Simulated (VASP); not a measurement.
Here is a VASP 6.6.1 calculation.

File INCAR:

```
SYSTEM = Cu12C
PREC = Accurate
ENCUT = 520
EDIFF = 1E-6
ISMEAR = 0
SIGMA = 0.1
LREAL = .False.
LASPH = .True.
NELM = 60
ALGO = Normal
ISIF = 2
LWAVE = .False.
LCHARG = .False.
LDIPOL = .True.
IDIPOL = 3
DIPOL = 0.5 0.5 0.321
GGA = PE
NBANDS = 80
```

Contents of KPOINTS:

```
regular mesh
0
Gamma
  6 6 1
  0 0 0
```

POSCAR

```
Cu12C
1.0
    5.1332392722      0.0000000000      0.0000000000
   -2.5666196361      4.4455156134      0.0000000000
    0.0000000000      0.0000000000     19.6236279128
Cu C
12 1
Direct
    0.3333333333      0.1666666667      0.2038359073
    0.3333333333      0.6666666667      0.2038359073
    0.8333333333      0.1666666667      0.2038359073
    0.8333333333      0.6666666667      0.2038359073
    0.1666666667      0.3333333333      0.3089002473
    0.1666666667      0.8333333333      0.3089002473
    0.6666666667      0.3333333333      0.3089002473
    0.6666666667      0.8333333333      0.3089002473
    0.0000000000      0.0000000000      0.4139717665
    0.0000000000      0.5000000000      0.4139717665
    0.5000000000      0.0000000000      0.4139717665
    0.5000000000      0.5000000000      0.4139717665
    0.3333333333      0.1666666667      0.4701669866
```

Potentials or basis: VASP PAW PBE potentials, release 64 (Cu, C).

Run with:

```bash
$ cat potpaw_PBE.64/Cu/POTCAR potpaw_PBE.64/C/POTCAR > POTCAR
$ mpirun -np 1 vasp_std > vasp.out
```

Question: Estimate the largest force.

Answer: 0.613 eV/Å.

Question: What does it give for the band gap on the k mesh?

Answer: Zero (bands 68 and 69 overlap by 0.24 eV).

Forces in eV/Å, atoms in the order of the input:
```
Cu   0.000  0.000 -0.205
Cu   0.062  0.036 -0.081
Cu   0.000 -0.072 -0.081
Cu  -0.062  0.036 -0.081
Cu  -0.051  0.030 -0.096
Cu   0.000 -0.059 -0.096
Cu   0.051  0.030 -0.096
Cu   0.000  0.000  0.025
Cu  -0.519 -0.300  0.131
Cu   0.000  0.000  0.179
Cu   0.519 -0.300  0.131
Cu   0.000  0.599  0.131
C    0.000  0.000  0.137
```
